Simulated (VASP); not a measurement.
# Co in VASP: a series of runs

The runs below take Co through single point, relaxation of cell and atoms, with BLYP, revPBE, LDA.

All numbers are computed with VASP 6.6.1; they aren't measurements. Logs are shortened: lines on timing, memory, paths and dates and some standing lists are left out, and cuts for length are marked.

## 1. The cell of the first run

The structure is trigonal, space group P-3m1 (No. 164). Conventional cell: a = 2.487 Å, b = 2.487 Å, c = 4.063 Å, α = 90.00°, β = 90.00°, γ = 120.00°. Within 3.2 Å of Co (site symmetry 3m) lie 12 Co at 2.42 to 2.55 Å.

## 2. Single point, BLYP, collinear spin, ferromagnetic start

Contents of INCAR:

```
PREC     = Accurate       # precision mode
ENCUT    = 520            # plane-wave cutoff, eV
EDIFF    = 1E-7           # SCF threshold, eV
ISMEAR   = -1             # smearing method
SIGMA    = 0.05           # smearing width, eV
LREAL    = False          # projectors in reciprocal space
LASPH    = True           # aspherical terms in the spheres
NELM     = 150            # most SCF steps
ALGO     = Normal         # electronic algorithm
ISIF     = 2              # what is computed and relaxed
LWAVE    = False          # write WAVECAR
LCHARG   = False          # write CHGCAR
ISPIN    = 2              # spin polarisation
MAGMOM   = 2 2            # initial moments
LORBIT   = 11             # projections on sites
LMAXMIX  = 4              # l up to which the mixer works
GGA      = B5             # functional
ALDAX    = 1.0          
AGGAX    = 1.0          
AGGAC    = 1.0          
ALDAC    = 0.0          
NBANDS   = 20             # bands
```

Contents of KPOINTS:

```
regular mesh
0
Gamma
  12 12 7
```

Contents of POSCAR:

```
Co
1.0
    2.4873648738      0.0000000000      0.0000000000
   -1.2436824369      2.1541211692      0.0000000000
    0.0000000000      0.0000000000      4.0632895034
Co
2
Direct
    0.3333333333      0.6666666667      0.7401390000
    0.6666666667      0.3333333333      0.2598610000
```

Potentials or basis: VASP PAW PBE potentials, release 64 (Co).

Launch:

```sh
> cat potpaw_PBE.64/Co/POTCAR > POTCAR
> mpirun -np 1 vasp_std > vasp.out
```

OUTCAR:

```text
PREC = Accurate
   ENCUT = 520
   EDIFF = 1E-7
   ISMEAR = -1
   LREAL = False
   LASPH = True
   NELM = 150
   ISIF = 2
   ISPIN = 2
   LORBIT = 11
   GGA = B5

 ion  position               nearest neighbor table
   1  0.333  0.667  0.740-   2 2.42   2 2.42   2 2.42   2 2.55   2 2.55   2 2.55
   2  0.667  0.333  0.260-   1 2.42   1 2.42   1 2.42   1 2.55   1 2.55   1 2.55

  LATTYP: Found a hexagonal cell.
 ALAT       =     2.4873648738
 C/A-ratio  =     1.6335719565

  Lattice vectors:

 A1 = (   2.4873648738,   0.0000000000,   0.0000000000)
 A2 = (  -1.2436824369,   2.1541211692,   0.0000000000)
 A3 = (   0.0000000000,   0.0000000000,   4.0632895034)

Analysis of symmetry for initial positions (statically):
=====================================================================
 Subroutine PRICEL returns:
 Original cell was already a primitive cell.

 Routine SETGRP: Setting up the symmetry group for a
 hexagonal supercell.

 Subroutine GETGRP returns: Found 12 space group operations
 (whereof 12 operations were pure point group operations)
 out of a pool of 24 trial point group operations.

The static configuration has the point symmetry D_3d.

Analysis of symmetry for dynamics (positions and initial velocities):
=====================================================================
 Subroutine PRICEL returns:
 Original cell was already a primitive cell.

 Routine SETGRP: Setting up the symmetry group for a
 hexagonal supercell.

 Subroutine GETGRP returns: Found 12 space group operations
 (whereof 12 operations were pure point group operations)
 out of a pool of 24 trial point group operations.

The dynamic configuration has the point symmetry D_3d.

Analysis of structural, dynamic, and magnetic symmetry:
=====================================================================
 Subroutine PRICEL returns:
 Original cell was already a primitive cell.

 Routine SETGRP: Setting up the symmetry group for a
 hexagonal supercell.

 Subroutine GETGRP returns: Found 12 space group operations
 (whereof 12 operations were pure point group operations)
 out of a pool of 24 trial point group operations.

The overall configuration has the point symmetry D_3d.

 Subroutine INISYM returns: Found 12 space group operations
 (whereof 12 operations are pure point group operations),
 and found     1 'primitive' translations

----------------------------------------------------------------------------------------

                                     Primitive cell

  volume of cell :      21.7715

  direct lattice vectors                    reciprocal lattice vectors
     2.487364874  0.000000000  0.000000000     0.402031889  0.232113220  0.000000000
    -1.243682437  2.154121169  0.000000000     0.000000000  0.464226439  0.000000000
     0.000000000  0.000000000  4.063289503     0.000000000  0.000000000  0.246106018

  length of vectors
     2.487364874  2.487364874  4.063289503     0.464226439  0.464226439  0.246106018

  position of ions in fractional coordinates (direct lattice)
     0.333333333  0.666666667  0.740139000
     0.666666667  0.333333333  0.259861000

  ion indices of the primitive-cell ions
   primitive index   ion index
                 1           1
                 2           2

----------------------------------------------------------------------------------------

 KPOINTS: regular mesh

Automatic generation of k-mesh.
 Grid dimensions read from file:
 generate k-points for:   12   12    7

 Generating k-lattice:

  Cartesian coordinates                     Fractional coordinates (reciprocal lattice)
     0.033502657  0.019342768  0.000000000     0.083333333  0.000000000  0.000000000
     0.000000000  0.038685537  0.000000000     0.000000000  0.083333333  0.000000000
     0.000000000  0.000000000  0.035158003     0.000000000  0.000000000  0.142857143

  Length of vectors
     0.038685537  0.038685537  0.035158003

  Shift w.r.t. Gamma in fractional coordinates (k-lattice)
     0.000000000  0.000000000  0.000000000

 Subroutine IBZKPT returns following result:
 ===========================================

 Found    112 irreducible k-points:

 Following reciprocal coordinates:
            Coordinates               Weight
  0.000000  0.000000  0.000000      1.000000
  0.083333  0.000000  0.000000      6.000000
  0.166667  0.000000  0.000000      6.000000
  0.250000  0.000000  0.000000      6.000000
  0.333333  0.000000  0.000000      6.000000
  0.416667  0.000000  0.000000      6.000000
[... 16 lines left out ...]
  0.166667  0.000000  0.142857      6.000000
  0.000000  0.166667  0.142857      6.000000
 [... further k-points ...]
   k-points           NKPTS =    112   k-points in BZ     NKDIM =    112   number of bands    NBANDS=     20
   number of dos      NEDOS =    301   number of ions     NIONS =      2
   total plane-waves  NPLWV =   9720
   dimension x,y,z NGX =    18 NGY =   18 NGZ =   30
   dimension x,y,z NGXF=    36 NGYF=   36 NGZF=   60
   ions per type =               2
   NGX,Y,Z   is equivalent  to a cutoff of  12.03, 12.03, 12.27 a.u.
   NGXF,Y,Z  is equivalent  to a cutoff of  24.06, 24.06, 24.55 a.u.
 SYSTEM =  unknown system
   PREC   = accura    normal or accurate (medium, high low for compatibility)
   ISTART =      0    job   : 0-new  1-cont  2-samecut
   ICHARG =      2    charge: 1-file 2-atom 10-const
   ISPIN  =      2    spin polarized calculation?
   LNONCOLLINEAR =      F non collinear calculations
   LSORBIT =      F    spin-orbit coupling
   LASPH  =      T    aspherical Exc in radial PAW
   ENCUT  =  520.0 eV  38.22 Ry    6.18 a.u.   4.62  4.62  7.56*2*pi/ulx,y,z
   NELM   =    150;   NELMIN=  2; NELMDL= -5     # of ELM steps
   EDIFF  = 0.1E-06   stopping-criterion for ELM
   LREAL  =      F    real-space projection
   EDIFFG = 0.1E-05   stopping-criterion for IOM
   NSW    =      0    number of steps for IOM
   IBRION =     -1    ionic relax: 0-MD 1-quasi-New 2-CG
   NFREE  =      0    steps in history (QN), initial steepest desc. (CG)
   ISIF   =      2    stress and relaxation
   ISYM   =      2    0-nonsym 1-usesym 2-fastsym
   POTIM  = 0.5000    time-step for ionic-motion
   TEBEG  =    0.0;   TEEND  =   0.0 temperature during run
   PSTRESS=    0.0 pullay stress
   NELECT =      18.0000    total number of electrons
   NUPDOWN=      -1.0000    fix difference up-down
   EMIN   =  10.00;   EMAX   =-10.00  energy-range for DOS
   EFERMI =   0.00;   METHOD = LEGACY
   ISMEAR =    -1;   SIGMA  =   0.05  broadening in eV -4-tet -1-fermi 0-gaus
   EFERMI_NEDOS =   21; number of points for ismear=-14 and -15
   IALGO  =     38    algorithm
   IMIX   =      4    mixing-type and parameters
     AMIX     =   0.40;   BMIX     =  1.00
     AMIX_MAG =   1.60;   BMIX_MAG =  1.00
  volume/ion in A,a.u.               =      10.89        73.46
  Fermi-wavevector in a.u.,A,eV,Ry     =   1.536514  2.903591 32.121660  2.360875
  Thomas-Fermi vector in A             =   2.643152
   LORBIT       =     11    0 simple, 1 ext, 2 COOP (PROOUT), +10 PAW based schemes
   GGA     = B5    functional components
   LHFCALC =     F    Hartree Fock is set to
   AEXX    =    0.0000 exact exchange contribution
   IVDW    =     0    specifies the selected vdW correction
   LEPSILON=     F    determine dielectric tensor
   LRPA    =     F    only Hartree local field effects (RPA)
 spin polarized calculation
  energy-cutoff  :      520.00
  volume of cell :       21.77
 maximum number of plane-waves:       600
   NGX =  9   NGY =  9   NGZ = 15

 number of electron      17.9999996 magnetization       3.1870227

 Free energy of the ion-electron system (eV)
  ---------------------------------------------------
  ext. energy  EPLUGINS =         0.00000000
  ---------------------------------------------------
  free energy    TOTEN  =       -12.08369433 eV

  energy without entropy =      -12.06720007  energy(sigma->0) =      -12.07544720

 E-fermi :  10.6971     XC(G=0): -12.7794

 val. band max:       10.6893590913   @ k =  -0.1667   0.4167   0.4286
 cond. band min:      10.6983466981   @ k =   0.2500   0.0000   0.0000
 fundamental gap:      0.0089876068
 Fermi energy:        10.6970900752

 spin component 1

 k-point     1 :       0.0000    0.0000    0.0000
  band No.  band energies     occupation
      1       1.9457      1.00000
      2       5.5979      1.00000
      3       8.0599      1.00000
      4       8.1182      1.00000
      5       8.1182      1.00000
      6       8.4085      1.00000
[... 12 lines left out ...]
     19      36.8894      0.00000
     20      36.8894      0.00000

 k-point     2 :       0.0833    0.0000    0.0000
  band No.  band energies     occupation
      1       2.1905      1.00000
      2       5.7463      1.00000
      3       7.8702      1.00000
      4       8.2314      1.00000
      5       8.2699      1.00000
      6       8.3591      1.00000
[... 498 lines left out ...]
 k-point    24 :       0.0000    0.1667    0.1429
  band No.  band energies     occupation
      1       3.0840      1.00000
      2       6.1186      1.00000
      3       7.6120      1.00000
      4       7.8425      1.00000
      5       8.0726      1.00000
      6       8.4203      1.00000
[... 12 lines left out ...]
     19      37.2373      0.00000
     20      38.2827      0.00000

 [... further k-points ...]

 spin component 2

 k-point     1 :       0.0000    0.0000    0.0000
  band No.  band energies     occupation
      1       1.9885      1.00000
      2       6.5152      1.00000
      3       9.5950      1.00000
      4       9.6926      1.00000
      5       9.6926      1.00000
      6       9.9966      1.00000
[... 12 lines left out ...]
     19      37.2303      0.00000
     20      37.2303      0.00000

 k-point     2 :       0.0833    0.0000    0.0000
  band No.  band energies     occupation
      1       2.2343      1.00000
      2       6.6834      1.00000
      3       9.3833      1.00000
      4       9.8176      1.00000
      5       9.8363      1.00000
      6       9.9025      1.00000
[... 498 lines left out ...]
 k-point    24 :       0.0000    0.1667    0.1429
  band No.  band energies     occupation
      1       3.1391      1.00000
      2       7.0287      1.00000
      3       8.8655      1.00000
      4       9.1198      1.00000
      5       9.5996      1.00000
      6      10.0072      1.00000
[... 12 lines left out ...]
     19      37.4698      0.00000
     20      38.5850      0.00000

 [... further k-points ...]
[... 5 lines left out ...]
  --------------------------------------------------------------------------------------
  -------------------------------------------------------------------------------------
  Total        1.4077219      1.4077219      1.0074559      0.0000000     -0.0000000      0.0000000
  in kB      103.5952996    103.5952996     74.1394310      0.0000000     -0.0000000      0.0000000
  external PRESSURE =      93.7766767 kB  Pullay stress =       0.0000000 kB

 VOLUME and BASIS-vectors are now :
 -----------------------------------------------------------------------------
  energy-cutoff  :      520.00
  volume of cell :       21.77
      direct lattice vectors                 reciprocal lattice vectors
     2.487364874  0.000000000  0.000000000     0.402031889  0.232113220  0.000000000
    -1.243682437  2.154121169  0.000000000     0.000000000  0.464226439  0.000000000
     0.000000000  0.000000000  4.063289503     0.000000000  0.000000000  0.246106018

 POSITION                                       TOTAL-FORCE (eV/Angst)
 -----------------------------------------------------------------------------------
     -0.00000      1.43608      3.00740        -0.000000     -0.000000      0.521912
      1.24368      0.71804      1.05589         0.000000      0.000000     -0.521912
 -----------------------------------------------------------------------------------
    total drift:                                0.000000     -0.000000     -0.000000

  FREE ENERGIE OF THE ION-ELECTRON SYSTEM (eV)
  ---------------------------------------------------
  free  energy   TOTEN  =       -12.0836943324 eV

  energy  without entropy=      -12.0672000745  energy(sigma->0) =      -12.07544720

 total charge

# of ion       s       p       d       tot
------------------------------------------
    1        0.485   0.502   7.315   8.302
    2        0.485   0.502   7.315   8.302
--------------------------------------------------
tot          0.970   1.003  14.630  16.604

 magnetization (x)

# of ion       s       p       d       tot
------------------------------------------
    1       -0.014  -0.047   1.669   1.608
    2       -0.014  -0.047   1.669   1.608
--------------------------------------------------
tot         -0.028  -0.094   3.337   3.215
```

Run time: 39 s. Hardware: 1 thread of Intel Xeon 6975P-C (Granite Rapids), shared host; peak memory 0.18 GiB.

Results:

- Free energy: -12.0837 eV
- Pressure: 9.4 GPa
- Largest force: 0.522 eV/Å
- Net moment: 3.19 μB per cell
- Site moments: Co +1.61 μB
- Valence electrons inside the program's atomic spheres: Co 8.30

Forces on the atoms (eV/Å):
```
Co   0.000  0.000  0.522
Co   0.000  0.000 -0.522
```

Caveat: the PAW data sets were made with another functional, which shifts forces and pressure a little.

## 3. Single point, revPBE, collinear spin, ferromagnetic start

This run uses another cell than the first one, of 11.10 Å³/atom, 1.020 times its volume.

Contents of INCAR:

```
SYSTEM = Co
PREC = Accurate ; ENCUT = 520
EDIFF = 1E-7 ; ISMEAR = -1
SIGMA = 0.05 ; LREAL = .FALSE.
LASPH = .TRUE. ; NELM = 150
ALGO = Normal ; ISIF = 2
LWAVE = .FALSE. ; LCHARG = .TRUE.
ISPIN = 2 ; MAGMOM = 2 2
LORBIT = 11 ; LMAXMIX = 4
GGA = RE ; LELF = .TRUE.
LVHAR = .TRUE. ; NBANDS = 20
```

Contents of KPOINTS:

```
Automatic mesh
0
G
  12 12 7
  0 0 0
```

Contents of POSCAR:

```
Co
1.0
    2.5137687811      0.0000000000      0.0000000000
   -1.2568843905      2.1769876237      0.0000000000
    0.0000000000      0.0000000000      4.0560560861
Co
2
Direct
    0.3333333333      0.6666666667      0.7499961457
    0.6666666667      0.3333333333      0.2500038543
```

Potentials or basis: VASP PAW PBE potentials, release 64 (Co).

Launch:

```sh
> cat potpaw_PBE.64/Co/POTCAR > POTCAR
> mpirun -np 1 vasp_std > vasp.out
```

Wall time 40 s (1 thread of Intel Xeon 6975P-C (Granite Rapids), shared host); peak memory 0.19 GiB.

The run converged. Its results:

```
Free energy                                           : -13.2531 eV
Pressure                                              : -0.5 GPa
Net moment                                            : 3.29 μB per cell
Site moments                                          : Co +1.67 μB
Valence electrons inside the program's atomic spheres : Co 8.23
```

Stress tensor (GPa, compression positive):
```
-0.46  0.00  0.00
 0.00 -0.46  0.00
 0.00  0.00 -0.69
```

Levels at points of the mesh, in eV from the Fermi level:
Spin up:
```csv
k point,band 9,band 10,band 11,band 12,band 13,band 14
"(0.00, 0.00, 0.00)",-1.97,-0.91,-0.91,-0.02,6.19,21.75
"(0.50, 0.00, 0.00)",-0.69,-0.64,1.22,3.18,9.54,10.17
```
Spin down:
| k point | band 3 | band 4 | band 5 | band 6 | band 7 | band 8 | band 9 | band 10 | band 11 | band 12 |
| --- | --- | --- | --- | --- | --- | --- | --- | --- | --- | --- |
| (0.00, 0.00, 0.00) | -0.90 | -0.89 | -0.89 | -0.53 | -0.53 | -0.14 | -0.14 | -0.14 | 1.05 | 1.05 |
| (0.50, 0.00, 0.00) | -3.12 | -1.83 | -1.05 | -0.97 | -0.56 | 1.17 | 1.30 | 1.33 | 2.48 | 4.18 |

Caveat: the PAW data sets were made with another functional, which shifts forces and pressure a little.

## 4. Relaxation of cell and atoms, LDA, collinear spin, ferromagnetic start

Contents of INCAR:

```
ALGO     = Normal         # electronic algorithm
EDIFF    = 1E-6           # SCF threshold, eV
EDIFFG   = -0.01          # ionic threshold
ENCUT    = 600            # plane-wave cutoff, eV
IBRION   = 2              # ionic algorithm
ISIF     = 3              # what is computed and relaxed
ISMEAR   = -1             # smearing method
ISPIN    = 2              # spin polarisation
LASPH    = True           # aspherical terms in the spheres
LCHARG   = False          # write CHGCAR
LMAXMIX  = 4              # l up to which the mixer works
LORBIT   = 11             # projections on sites
LREAL    = False          # projectors in reciprocal space
LWAVE    = False          # write WAVECAR
MAGMOM   = 2 2            # initial moments
NELM     = 150            # most SCF steps
NSW      = 60             # ionic steps
PREC     = Accurate       # precision mode
SIGMA    = 0.05           # smearing width, eV
```

Contents of KPOINTS:

```
k-points
0
Gamma
  12 12 7
```

Contents of POSCAR:

```
Co
1.0
    2.4873648738      0.0000000000      0.0000000000
   -1.2436824369      2.1541211692      0.0000000000
    0.0000000000      0.0000000000      4.0632895034
Co
2
Direct
    0.3333333333      0.6666666667      0.7401390000
    0.6666666667      0.3333333333      0.2598610000
```

Potentials or basis: VASP PAW LDA potentials, release 64 (Co).

Launch:

```sh
> cat potpaw_LDA.64/Co/POTCAR > POTCAR
> mpirun -np 1 vasp_std > vasp.out
```

It took 2.5 min on 1 thread of Intel Xeon 6975P-C (Granite Rapids), shared host; peak memory 0.19 GiB.

It converged, with:

- Free energy: -16.2600 eV
- Relaxed volume: 9.95 Å³/atom
- Relaxed cell: a = 2.424 Å, b = 2.424 Å, c = 3.911 Å, α = 90.00°, β = 90.00°, γ = 120.00°
- Space group after relaxing (to 0.05 Å): P6_3/mmc (No. 194)
- Energy gained by relaxing: 72.0 meV/atom
- Ionic steps: 10
- Pressure after relaxing: 0.1 GPa
- Net moment: 2.95 μB per cell
- Site moments: Co +1.47 μB
- Valence electrons inside the program's atomic spheres: Co 8.46

The path:
```tsv
step	energy change (eV)	largest force (eV/Å)	pressure (GPa)	volume (Å³)
1	0.0000	0.4099	-18.85	21.77
2	0.0516	0.6432	32.09	17.98
3	-0.1258	0.5687	0.24	19.95
4	-0.1259	0.5718	1.03	19.89
5	-0.1433	0.0857	1.16	19.83
6	-0.1437	0.0011	1.30	19.82
7	-0.1434	0.0028	-1.68	20.04
8	-0.1441	0.0010	-0.01	19.92
9	-0.1441	0.0010	-0.08	19.92
10	-0.1441	0.0001	0.08	19.91
```

Final structure:
```
Co
1.0
     2.42448    0.00000    0.00000
    -1.21224    2.09966    0.00000
     0.00000    0.00000    3.91078
Co
2
Direct
  0.33333 0.66667 0.75000
  0.66667 0.33333 0.25000
```

Levels at points of the mesh, in eV from the Fermi level:
Spin up:
```csv
k point,band 7,band 8,band 9,band 10,band 11,band 12,band 13,band 14
"(0.00, 0.00, 0.00)",-2.17,-1.77,-1.77,-0.47,-0.47,-0.05,7.31,22.69
"(0.50, 0.00, 0.00)",-2.07,-0.34,-0.20,-0.16,1.70,3.89,10.46,11.20
```
Spin down:
```tsv
k point	band 5	band 6	band 7	band 8	band 9	band 10
(0.00, 0.00, 0.00)	-1.19	-0.77	-0.77	-0.31	-0.31	0.12
(0.50, 0.00, 0.00)	-1.37	-1.20	-0.75	1.22	1.38	1.41
```

## 5. The runs side by side

| task | level | potentials or basis | cell | cutoff (eV) | gap on the mesh (eV) | pressure (GPa) | moment (μB) |
| --- | --- | --- | --- | --- | --- | --- | --- |
| single point | BLYP | VASP PAW PBE potentials, release 64 (Co) | a = 2.487, b = 2.487, c = 4.063 Å, angles 90.0, 90.0, 120.0°, 2 atoms | 520 | none | 9.4 | 3.19 |
| single point | revPBE | VASP PAW PBE potentials, release 64 (Co) | a = 2.514, b = 2.514, c = 4.056 Å, angles 90.0, 90.0, 120.0°, 2 atoms | 520 | none | -0.5 | 3.29 |
| relaxation of cell and atoms | LDA | VASP PAW LDA potentials, release 64 (Co) | relaxed from a = 2.487, b = 2.487, c = 4.063 Å, angles 90.0, 90.0, 120.0°, 2 atoms | 600 | none | 0.1 | 2.95 |

Alike in all rows: spin collinear, ferromagnetic start; k mesh 12 × 12 × 7; smearing fermi-dirac 0.05 eV.

Caveats: the PAW data sets were made with another functional, which shifts forces and pressure a little (some runs).

Absolute energies hang on the potentials; compare differences alone.
